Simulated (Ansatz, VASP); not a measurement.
**In3Sb2As in VASP and in Ansatz**

The input INCAR:

```
SYSTEM = In3Sb2As
PREC = Accurate
ENCUT = 520
EDIFF = 1E-7
ISMEAR = -1
SIGMA = 0.02
LREAL = .FALSE.
LASPH = .TRUE.
NELM = 60
ALGO = Normal
ISIF = 2
LWAVE = .FALSE.
LCHARG = .FALSE.
GGA = PE
NBANDS = 36
```

Contents of KPOINTS:

```
Automatic mesh
0
G
  6 6 6
  0 0 0
```

Contents of POSCAR:

```
In3Sb2As
1.0
   -2.2488693046      2.2488693046      9.5221139091
    2.2488693046     -2.2488693046      9.5221139091
    2.2488693046      2.2488693046     -9.5221139091
As In Sb
1 3 2
Direct
    0.0000000000      0.0000000000      0.0000000000
    0.5760436367      0.0760436367      0.5000000000
    0.2500000000      0.7500000000      0.5000000000
    0.9239563633      0.4239563633      0.5000000000
    0.6630647924      0.6630647924      0.0000000000
    0.3369352076      0.3369352076      0.0000000000
```

Input for Ansatz:

```yaml
crystal:
  lattice:
    - [-2.2488693046, 2.2488693046, 9.5221139091]
    - [2.2488693046, -2.2488693046, 9.5221139091]
    - [2.2488693046, 2.2488693046, -9.5221139091]
  atoms:
    - { symbol: As, position: [0.0, 0.0, 0.0] }
    - { symbol: In, position: [0.5760436367, 0.0760436367, 0.5] }
    - { symbol: Sb, position: [0.6630647924, 0.6630647924, 0.0] }
    - { symbol: In, position: [0.25, 0.75, 0.5] }
    - { symbol: Sb, position: [0.3369352076, 0.3369352076, 0.0] }
    - { symbol: In, position: [0.9239563633, 0.4239563633, 0.5] }
kpoints:
  mp_grid: { grid: [6, 6, 6] }
hamiltonian:
  xc: pbe
scf:
  occupations: { method: fermi_dirac, width: 0.02 }
  n_extra_bands: 5
output:
  forces: true
  stress: true
  eigenvalues: true
```

Alike in both runs: task single point; functional PBE; k mesh 6 × 6 × 6; occupations fermi-dirac, width 0.02 eV; no spin polarisation.

|  | VASP | Ansatz |
| --- | --- | --- |
| version | VASP 6.6.1 | Ansatz 0.2.0 |
| potentials or method | VASP PAW PBE potentials, release 64 (As, In_d, Sb) | plane waves, PAW |
| plane-wave cutoff (eV) | 520 | 420 |
| valence electrons in the cell | 54 | 84 |

|  | VASP | Ansatz | Ansatz less VASP |
| --- | --- | --- | --- |
| pressure (GPa) | 2.9 | 2.9 | 0.00 |
| rms of the force components (eV/Å) | 0.010 | 0.013 | +0.0029 |

VASP's potentials hold 54 valence electrons a cell and Ansatz's 84, so a difference there can come from the potentials and not from the codes.

Spin-orbit coupling is off throughout.
